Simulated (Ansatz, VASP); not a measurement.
## Two plane-wave programs on SiNi

The input INCAR:

```
PREC = Accurate
ENCUT = 520
EDIFF = 1E-6
ISMEAR = -1
SIGMA = 0.05
LREAL = False
LASPH = True
NELM = 150
ALGO = Normal
ISIF = 2
LWAVE = False
LCHARG = True
ISPIN = 2
MAGMOM = 1 1 1 1 0 0 0 0
LORBIT = 11
NUPDOWN = 4.0
LMAXMIX = 4
GGA = PS
LELF = True
LVHAR = True
NBANDS = 42
```

The input KPOINTS:

```
Automatic mesh
0
Gamma
  5 5 5
```

File POSCAR:

```
SiNi
1.0
    4.5036940000      0.0000000000      0.0000000000
    0.0000000000      4.5036940000      0.0000000000
    0.0000000000      0.0000000000      4.5036940000
Ni Si
4 4
Direct
    0.1495040000      0.1495040000      0.1495040000
    0.6495040000      0.3504960000      0.8504960000
    0.8504960000      0.6495040000      0.3504960000
    0.3504960000      0.8504960000      0.6495040000
    0.8468300000      0.8468300000      0.8468300000
    0.3468300000      0.6531700000      0.1531700000
    0.1531700000      0.3468300000      0.6531700000
    0.6531700000      0.1531700000      0.3468300000
```

input.yaml

```yaml
crystal:
  lattice:
    - [4.503694, 0.0, 0.0]
    - [0.0, 4.503694, 0.0]
    - [0.0, 0.0, 4.503694]
  atoms:
    - { symbol: Ni, position: [0.149504, 0.149504, 0.149504], spin: 1.0 }
    - { symbol: Ni, position: [0.649504, 0.350496, 0.850496], spin: 1.0 }
    - { symbol: Ni, position: [0.850496, 0.649504, 0.350496], spin: 1.0 }
    - { symbol: Ni, position: [0.350496, 0.850496, 0.649504], spin: 1.0 }
    - { symbol: Si, position: [0.84683, 0.84683, 0.84683] }
    - { symbol: Si, position: [0.34683, 0.65317, 0.15317] }
    - { symbol: Si, position: [0.15317, 0.34683, 0.65317] }
    - { symbol: Si, position: [0.65317, 0.15317, 0.34683] }
hamiltonian:
  xc: pbesol
  pseudopotentials: { kind: paw }
magnetization:
  spin_polarized: true
  initial_magnetization: 4.0
  spin_locking: { lock_magnetization: hard }
kpoints:
  mp_grid: { grid: [5, 5, 5] }
scf:
  occupations: { method: fermi_dirac, width: 0.05 }
  lower_state_search: "off"
output:
  forces: true
  stress: true
  eigenvalues: true
```

Alike in both runs: task single point; functional PBEsol; k mesh 5 × 5 × 5; occupations fermi-dirac, width 0.05 eV; collinear spin; fixed moment 4 μB.

|  | VASP | Ansatz |
| --- | --- | --- |
| version | VASP 6.6.1 | Ansatz 0.2.0 |
| potentials or method | VASP PAW PBE potentials, release 64 (Ni, Si) | Ansatz PAW |
| plane-wave cutoff (eV) | 520 | 420 |
| valence electrons in the cell | 56 | 88 |

```csv
,VASP,Ansatz,Ansatz less VASP
pressure (GPa),2.5,2.2,-0.23
rms of the force components (eV/Å),0.074,0.074,+0.0004
net moment per atom (μB),0.50,0.50,0.000
size of the moment on the site where the two differ most (μB),0.16,0.17,+0.013
```

VASP's potentials were made for PBE, not for PBEsol. Site moments also hang on the region over which each program counts them. Atom by atom the forces differ by 0.001 eV/Å (rms over components). VASP's potentials hold 56 valence electrons a cell and Ansatz's 88, so a difference there can come from the potentials and not from the codes.
